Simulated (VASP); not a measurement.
# SnO2 (P1) in VASP: single point with r2SCAN

Aim: the single point of SnO2 with r2SCAN.

Everything below comes from runs of VASP 6.6.1. Logs are shortened: lines on timing, memory, paths and dates and some standing lists are left out, and cuts for length are marked.

### 1 The cell of the first run

The typed cell holds 24 atoms: a = 7.208 Å, b = 7.208 Å, c = 7.208 Å, α = 60.00°, β = 60.00°, γ = 60.00°.

### 2 Single point, r2SCAN

The input, POSCAR:

```
SnO2
1.0
    0.0000000000      5.0967670000      5.0967670000
    5.0967670000      0.0000000000      5.0967670000
    5.0967670000      5.0967670000      0.0000000000
Sn O
8 16
Direct
    0.0028138426      0.0332237083      0.0317773012
    0.0190671851     -0.0007147668      0.5203441711
   -0.0015666794      0.5237400493     -0.0181367914
   -0.0050767477      0.4984930643      0.5105416826
    0.5124221884      0.0122470774     -0.0345682861
    0.5027023994      0.0347245617      0.4761392859
    0.4767104323      0.5239953092      0.0053110138
    0.5022828197      0.5426715602      0.5051110832
    0.1606498786      0.2114463934      0.0407811462
    0.3166458267      0.3387296300      0.2998196700
    0.1399319412      0.0565222032      0.6901756545
    0.3285624985      0.4931603701      0.8631464809
   -0.0007172194      0.6879263855      0.1817219622
    0.3262831124      0.8887110201      0.3735925146
    0.1851945557      0.5565548710      0.5897323735
    0.3537200151      0.8531664288      0.9700050051
    0.6791628889      0.1128356466      0.0492881075
    0.8738983948      0.3259414252      0.4412156765
    0.4894836276      0.1910675925      0.6488889918
    0.8251043259      0.4178689157      0.8650804520
    0.6386512273      0.5953953751      0.1648844258
    0.8503474850      1.0065045155      0.3490342015
    0.6483982886      0.7103920976      0.5384937157
    0.8234096242      0.8145104534      0.7939466332
```

The input, INCAR.step1:

```
SYSTEM = SnO2
PREC = Accurate
ENCUT = 580
ISMEAR = -1
SIGMA = 0.112
LREAL = .False.
LASPH = .True.
NELM = 120
NBANDS = 122
GGA = PE
ALGO = Normal
EDIFF = 1E-5
LWAVE = .True.
LCHARG = .False.
GGA_COMPAT = .False.
```

The input, INCAR.step2:

```
SYSTEM = SnO2
PREC = Accurate
ENCUT = 580
EDIFF = 1E-6
ISMEAR = -1
SIGMA = 0.112
LREAL = .False.
LASPH = .True.
NELM = 120
ALGO = Normal
ISIF = 2
LWAVE = .False.
LCHARG = .False.
METAGGA = R2SCAN
LMIXTAU = .True.
NBANDS = 122
ISTART = 1
GGA_COMPAT = .False.
```

The input, KPOINTS:

```
regular mesh
0
Gamma
  2 2 2
  0 0 0
```

Potentials or basis: VASP PAW PBE potentials, release 64 (Sn_d, O).

Run with:

```console
$ cat potpaw_PBE.64/Sn_d/POTCAR potpaw_PBE.64/O/POTCAR > POTCAR
$ cp INCAR.step1 INCAR
$ mpirun -np 1 vasp_std > vasp.out
$ cp INCAR.step2 INCAR
$ mpirun -np 1 vasp_std > vasp.out
```

OUTCAR:

```text
SYSTEM = SnO2
   PREC = Accurate
   ENCUT = 580
   EDIFF = 1E-6
   ISMEAR = -1
   LREAL = .False.
   LASPH = .True.
   NELM = 120
   ISIF = 2
   METAGGA = R2SCAN
   ISTART = 1

 ion  position               nearest neighbor table
   1  0.003  0.033  0.032-  22 1.93  17 2.06  11 2.09  16 2.11   9 2.14  13 2.17  20 2.33   3 3.36
                             5 3.39   6 3.42   2 3.46   7 3.56   4 3.58   4 3.67   7 3.68   2 3.76
   2  0.019  0.999  0.520-  14 1.84  18 1.94  24 2.03  11 2.09  22 2.09  15 2.66   9 2.84   3 3.38
                             8 3.39   5 3.45   1 3.46   6 3.47   4 3.48   4 3.74   1 3.76
   3  0.998  0.524  0.982-   9 1.88  24 2.01  12 2.02  21 2.16  13 2.28  20 2.35  15 2.39  18 2.72
                             1 3.36   2 3.38   4 3.50   5 3.51   7 3.54   8 3.54   7 3.68   8 3.68
   4  0.995  0.498  0.511-  15 1.99  13 2.05  20 2.11  10 2.14  23 2.15  18 2.17  11 2.61   8 3.42
                             2 3.48   3 3.50   6 3.51   7 3.56   1 3.58   7 3.65   1 3.67   3 3.71
   5  0.512  0.012  0.965-  16 1.96  19 2.03  17 2.09  24 2.09   9 2.13  14 2.42  21 2.49  12 2.85
                             1 3.39   2 3.45   6 3.48   3 3.51   7 3.51   8 3.59   8 3.66   3 3.70
   6  0.503  0.035  0.476-  23 1.93  19 2.00  10 2.05  22 2.13  11 2.24  14 2.52  17 2.54   1 3.42
                             8 3.45   7 3.46   2 3.47   5 3.48   4 3.51   4 3.71   5 3.73   7 3.75
   7  0.477  0.524  0.005-  12 1.95  10 1.97  16 2.00  20 2.06  21 2.34  17 2.49  23 2.76  13 2.81
                             8 3.45   6 3.46   5 3.51   3 3.54   4 3.56   1 3.56   4 3.65   3 3.68
   8  0.502  0.543  0.505-  15 2.01  21 2.04  14 2.10  23 2.11  12 2.16  19 2.24  18 2.26   2 3.39
                             4 3.42   6 3.45   7 3.45   3 3.54   5 3.59   5 3.66   3 3.68
   9  0.161  0.211  0.041-   3 1.88   5 2.13   1 2.14   2 2.84
  10  0.317  0.339  0.300-   7 1.97   6 2.05   4 2.14
  11  0.140  0.057  0.690-   2 2.09   1 2.09   6 2.24   4 2.61
  12  0.329  0.493  0.863-   7 1.95   3 2.02   8 2.16   5 2.85
  13  0.999  0.688  0.182-   4 2.05   1 2.17   3 2.28   7 2.81
  14  0.326  0.889  0.374-   2 1.84   8 2.10   5 2.42   6 2.52
  15  0.185  0.557  0.590-   4 1.99   8 2.01   3 2.39   2 2.66
  16  0.354  0.853  0.970-   5 1.96   7 2.00   1 2.11
  17  0.679  0.113  0.049-   1 2.06   5 2.09   7 2.49   6 2.54
  18  0.874  0.326  0.441-   2 1.94   4 2.17   8 2.26   3 2.72
  19  0.489  0.191  0.649-   6 2.00   5 2.03   8 2.24
  20  0.825  0.418  0.865-   7 2.06   4 2.11   1 2.33   3 2.35
  21  0.639  0.595  0.165-   8 2.04   3 2.16   7 2.34   5 2.49
  22  0.850  0.007  0.349-   1 1.93   2 2.09   6 2.13
  23  0.648  0.710  0.538-   6 1.93   8 2.11   4 2.15   7 2.76
  24  0.823  0.815  0.794-   3 2.01   2 2.03   5 2.09

  LATTYP: Found a face centered cubic cell.
 ALAT       =    10.1935340000

  Lattice vectors:

 A1 = (   0.0000000000,   5.0967670000,   5.0967670000)
 A2 = (   5.0967670000,   0.0000000000,   5.0967670000)
 A3 = (   5.0967670000,   5.0967670000,   0.0000000000)

Analysis of symmetry for initial positions (statically):
=====================================================================
 Subroutine PRICEL returns:
 Original cell was already a primitive cell.

 Routine SETGRP: Setting up the symmetry group for a
 face centered cubic supercell.

 Subroutine GETGRP returns: Found  1 space group operations
 (whereof  1 operations were pure point group operations)
 out of a pool of 48 trial point group operations.

The static configuration has the point symmetry C_1 .

Analysis of symmetry for dynamics (positions and initial velocities):
=====================================================================
 Subroutine PRICEL returns:
 Original cell was already a primitive cell.

 Routine SETGRP: Setting up the symmetry group for a
 face centered cubic supercell.

 Subroutine GETGRP returns: Found  1 space group operations
 (whereof  1 operations were pure point group operations)
 out of a pool of 48 trial point group operations.

The dynamic configuration has the point symmetry C_1 .

 Subroutine INISYM returns: Found  1 space group operations
 (whereof  1 operations are pure point group operations),
 and found     1 'primitive' translations

----------------------------------------------------------------------------------------

                                     Primitive cell

  volume of cell :     264.7978

  direct lattice vectors                    reciprocal lattice vectors
     0.000000000  5.096767000  5.096767000    -0.098101404  0.098101404  0.098101404
     5.096767000  0.000000000  5.096767000     0.098101404 -0.098101404  0.098101404
     5.096767000  5.096767000  0.000000000     0.098101404  0.098101404 -0.098101404

  length of vectors
     7.207917016  7.207917016  7.207917016     0.169916617  0.169916617  0.169916617
[... 66 lines left out ...]
     0.049050702 -0.049050702  0.049050702     0.000000000  0.500000000  0.000000000
     0.049050702  0.049050702 -0.049050702     0.000000000  0.000000000  0.500000000

  Length of vectors
     0.084958308  0.084958308  0.084958308

  Shift w.r.t. Gamma in fractional coordinates (k-lattice)
     0.000000000  0.000000000  0.000000000

 Subroutine IBZKPT returns following result:
 ===========================================

 Found      8 irreducible k-points:

 Following reciprocal coordinates:
            Coordinates               Weight
  0.000000  0.000000  0.000000      1.000000
  0.500000  0.000000  0.000000      1.000000
  0.000000  0.500000  0.000000      1.000000
  0.000000  0.000000  0.500000      1.000000
  0.500000  0.500000  0.500000      1.000000
  0.500000  0.500000  0.000000      1.000000
  0.000000  0.500000  0.500000      1.000000
  0.500000  0.000000  0.500000      1.000000
   k-points           NKPTS =      8   k-points in BZ     NKDIM =      8   number of bands    NBANDS=    122
   number of dos      NEDOS =    301   number of ions     NIONS =     24
   total plane-waves  NPLWV = 216000
   dimension x,y,z NGX =    60 NGY =   60 NGZ =   60
   dimension x,y,z NGXF=   120 NGYF=  120 NGZF=  120
   ions per type =               8  16
   NGX,Y,Z   is equivalent  to a cutoff of  13.84, 13.84, 13.84 a.u.
   NGXF,Y,Z  is equivalent  to a cutoff of  27.68, 27.68, 27.68 a.u.
 SYSTEM =  SnO2
   PREC   = accura    normal or accurate (medium, high low for compatibility)
   ISTART =      1    job   : 0-new  1-cont  2-samecut
   ICHARG =      0    charge: 1-file 2-atom 10-const
   ISPIN  =      1    spin polarized calculation?
   LNONCOLLINEAR =      F non collinear calculations
   LSORBIT =      F    spin-orbit coupling
   LASPH  =      T    aspherical Exc in radial PAW
   ENCUT  =  580.0 eV  42.63 Ry    6.53 a.u.  14.15 14.15 14.15*2*pi/ulx,y,z
   NELM   =    120;   NELMIN=  2; NELMDL=  0     # of ELM steps
   EDIFF  = 0.1E-05   stopping-criterion for ELM
   LREAL  =      F    real-space projection
   EDIFFG = 0.1E-04   stopping-criterion for IOM
   NSW    =      0    number of steps for IOM
   IBRION =     -1    ionic relax: 0-MD 1-quasi-New 2-CG
   NFREE  =      0    steps in history (QN), initial steepest desc. (CG)
   ISIF   =      2    stress and relaxation
   ISYM   =      2    0-nonsym 1-usesym 2-fastsym
   POTIM  = 0.5000    time-step for ionic-motion
   TEBEG  =    0.0;   TEEND  =   0.0 temperature during run
   PSTRESS=    0.0 pullay stress
   NELECT =     208.0000    total number of electrons
   NUPDOWN=      -1.0000    fix difference up-down
   EMIN   =  10.00;   EMAX   =-10.00  energy-range for DOS
   EFERMI =   0.00;   METHOD = LEGACY
   ISMEAR =    -1;   SIGMA  =   0.11  broadening in eV -4-tet -1-fermi 0-gaus
   EFERMI_NEDOS =   21; number of points for ismear=-14 and -15
   IALGO  =     38    algorithm
   IMIX   =      4    mixing-type and parameters
     AMIX     =   0.40;   BMIX     =  1.00
     AMIX_MAG =   1.60;   BMIX_MAG =  1.00
  volume/ion in A,a.u.               =      11.03        74.46
  Fermi-wavevector in a.u.,A,eV,Ry     =   1.510513  2.854456 31.043731  2.281650
  Thomas-Fermi vector in A             =   2.620693
   LORBIT       =      0    0 simple, 1 ext, 2 COOP (PROOUT), +10 PAW based schemes
   METAGGA = R2SCAN    functional components
   LHFCALC =     F    Hartree Fock is set to
   AEXX    =    0.0000 exact exchange contribution
   IVDW    =     0    specifies the selected vdW correction
   LEPSILON=     F    determine dielectric tensor
   LRPA    =     F    only Hartree local field effects (RPA)
 non-spin polarized calculation
  energy-cutoff  :      580.00
  volume of cell :      264.80
 maximum number of plane-waves:      8393
 NGX is ok and might be reduce to    60
   NGX = 29   NGY = 29   NGZ = 29

 number of electron     208.0000001 magnetization

 Free energy of the ion-electron system (eV)
  ---------------------------------------------------
  ext. energy  EPLUGINS =         0.00000000
  ---------------------------------------------------
  free energy    TOTEN  =      -330.41267893 eV

  energy without entropy =     -330.40789371  energy(sigma->0) =     -330.41028632

 E-fermi :   7.8950     XC(G=0): -12.6369

 val. band max:        7.2428277378   @ k =   0.0000   0.0000   0.0000
 cond. band min:       8.3816713235   @ k =   0.0000   0.0000   0.0000
 fundamental gap:      1.1388435857
 Fermi energy:         7.8949743118

 k-point     1 :       0.0000    0.0000    0.0000
  band No.  band energies     occupation
      1     -14.9132      2.00000
      2     -14.8326      2.00000
      3     -14.7887      2.00000
      4     -14.7212      2.00000
      5     -14.6756      2.00000
      6     -14.4949      2.00000
[... 941 lines left out ...]
    115      15.1272      0.00000
    116      15.4154      0.00000
 [bands above 116 left out]

------------------------ aborting loop because EDIFF is reached ----------------------------------------

  FORCE on cell =-STRESS in cart. coord.  units (eV):
  Direction    XX          YY          ZZ          XY          YZ          ZX
  --------------------------------------------------------------------------------------
  -------------------------------------------------------------------------------------
  Total       16.9424839     16.3797230     16.1222217     -6.3351309     -7.0422090      0.2629264
  in kB      102.5116744     99.1066505     97.5486212    -38.3311493    -42.6093740      1.5908543
  external PRESSURE =      99.7223153 kB  Pullay stress =       0.0000000 kB

 VOLUME and BASIS-vectors are now :
 -----------------------------------------------------------------------------
  energy-cutoff  :      580.00
  volume of cell :      264.80
      direct lattice vectors                 reciprocal lattice vectors
     0.000000000  5.096767000  5.096767000    -0.098101404  0.098101404  0.098101404
     5.096767000  0.000000000  5.096767000     0.098101404 -0.098101404  0.098101404
     5.096767000  5.096767000  0.000000000     0.098101404  0.098101404 -0.098101404

 POSITION                                       TOTAL-FORCE (eV/Angst)
 -----------------------------------------------------------------------------------
      0.33130      0.17630      0.18368        -2.224419     -0.955914      0.501965
      7.74520      2.74925      5.19030         1.409564     -1.822259     -2.367306
      7.67371     10.09311      7.75816         2.820283     -1.327296     -0.286091
      5.14281      7.67300      7.61159        -0.903064     -0.764797     -0.614194
      4.98300      7.53228      2.67412         1.416335      1.410872     -0.072609
      2.60375      4.98893      2.73914         0.578152     -1.405926      0.448841
[... 16 lines left out ...]
      6.36528      6.04931      6.92544        -0.059746      0.941905     -1.840047
      8.19793      8.24329      8.34810         0.959933     -0.259474      1.976149
 -----------------------------------------------------------------------------------
    total drift:                               -0.000699      0.001324      0.000313

  FREE ENERGIE OF THE ION-ELECTRON SYSTEM (eV)
  ---------------------------------------------------
  free  energy   TOTEN  =      -330.4126789281 eV

  energy  without entropy=     -330.4078937071  energy(sigma->0) =     -330.41028632
```

It took 55 min on 1 thread of Oxide Virtual Turin-like, shared host; peak memory 0.62 GiB.

What came out:

* Free energy: -330.4127 eV
* Pressure: 10.0 GPa
* Largest force: 4.341 eV/Å
* Band gap on the k mesh: 1.14 eV

Forces on the atoms (eV/Å):
```
Sn  -2.224 -0.956  0.502
Sn   1.410 -1.822 -2.367
Sn   2.820 -1.327 -0.286
Sn  -0.903 -0.765 -0.614
Sn   1.416  1.411 -0.073
Sn   0.578 -1.406  0.449
Sn   0.134  1.749  1.471
Sn  -1.577  0.469 -0.457
O   -1.309  1.328 -2.591
O    0.182  1.429 -0.515
O    0.557  0.492  0.238
O   -0.939  0.181  3.013
O   -1.340 -1.155  1.050
O   -2.415  1.225  3.392
O    1.030 -2.019 -0.790
O   -1.172 -0.440 -1.706
O   -0.190 -1.527 -2.400
O    2.344 -0.412  0.516
O   -0.092  0.686  1.288
O   -0.750  0.317  0.679
O    0.206  0.892 -0.741
O    1.334  0.966 -0.191
O   -0.060  0.942 -1.840
O    0.960 -0.259  1.976
```

Levels at points of the mesh, in eV from the valence-band top:
```csv
k point,band 101,band 102,band 103,band 104,band 105,band 106,band 107,band 108
"(0.00, 0.00, 0.00)",-0.47,-0.41,-0.31,0.00,1.14,4.64,4.87,5.27
"(0.50, 0.00, 0.00)",-0.61,-0.53,-0.37,-0.29,3.64,4.08,4.61,5.00
"(0.00, 0.50, 0.00)",-0.74,-0.68,-0.27,-0.20,3.55,3.67,4.68,5.11
"(0.00, 0.00, 0.50)",-0.61,-0.57,-0.27,-0.09,3.47,3.69,4.86,5.09
"(0.50, 0.50, 0.50)",-0.64,-0.55,-0.22,-0.06,3.58,3.75,4.80,5.06
"(0.50, 0.50, 0.00)",-0.59,-0.35,-0.20,-0.07,3.77,4.25,4.53,4.92
"(0.00, 0.50, 0.50)",-0.56,-0.32,-0.26,-0.19,3.94,4.06,4.53,4.95
"(0.50, 0.00, 0.50)",-0.43,-0.30,-0.26,-0.16,3.86,3.93,4.74,4.83
```

Caveat: the k points lie up to 0.53 Å⁻¹ apart; the atoms stand as in a frame of molecular dynamics; the structure was generated, so it needn't be the stable form of SnO2; the PAW data sets were made with another functional, which shifts forces and pressure a little; spin-orbit coupling is left out, which moves the levels of the heavy elements.
